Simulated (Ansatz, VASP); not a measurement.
AlO2: VASP beside Ansatz

```
Al O
1.0
     3.11350    0.00000    0.00000
     0.00000    3.11350    0.00000
     0.00000    0.00000    4.76583
Al O
1 2
Direct
  0.50000 0.50000 0.50000
  0.50000 0.50000 0.85697
  0.50000 0.50000 0.14303
```

Alike in both runs: functional PBE; k mesh 6 × 6 × 4; occupations gaussian, width 0.1 eV; no spin polarisation.

Ansatz relaxed the structure, and its values are those at the end. VASP's run is a single point on that final structure, the one shown.

|  | VASP | Ansatz |
| --- | --- | --- |
| version | VASP 6.6.1 | Ansatz 0.2.0 |
| potentials or method | VASP PAW PBE potentials, release 64 (Al, O), cutoff 520 eV | scalar-relativistic, plane waves, PAW |
| valence electrons in the cell | 15 | 15 |

Ansatz gave:

```
gap on the k mesh at the Fermi level (eV) : none
pressure (GPa)                            : 0.0
rms of the force components (eV/Å)        : 0.002
```

Task: What did VASP give for the same quantities?

Result: gap on the k mesh at the Fermi level (eV): none; pressure (GPa): 0.3; rms of the force components (eV/Å): 0.100.

A gap of «none» marks a metal or a gap that the smearing closes.
